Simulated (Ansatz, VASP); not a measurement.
# Hf: VASP beside Ansatz

```
Hf
1.0
     0.11540    2.27917    2.27917
     2.27917    0.11540    2.27917
     2.27917    2.27917    0.11540
Hf
1
Cartesian
  0.0000 0.0000 0.0000
```

Alike in both runs: task single point; functional PBEsol; k mesh 20 × 20 × 20; occupations gaussian, width 0.15 eV; no spin polarisation.

|  | VASP | Ansatz |
| --- | --- | --- |
| version | VASP 6.6.1 | Ansatz 0.2.0 |
| potentials or method | VASP PAW PBE potentials, release 64 (Hf_pv), cutoff 500 eV | scalar-relativistic, plane waves, PAW |
| valence electrons in the cell | 10 | 26 |

Ansatz gave:

```
gap on the k mesh at the Fermi level (eV)                     : none
pressure (GPa)                                                : -1.3
traceless stress, the component that is largest in VASP (GPa) : -3.13
```

Task: Which values does VASP return?

Result: gap on the k mesh at the Fermi level (eV): none; pressure (GPa): -1.7; traceless stress, the component that is largest in VASP (GPa): -3.12.

VASP's potentials were made for PBE, not for PBEsol. A gap of «none» marks a metal or a gap that the smearing closes. VASP's potentials hold 10 valence electrons a cell and Ansatz's 26, so a difference there can come from the potentials and not from the codes.

Neither program's run includes spin-orbit coupling.
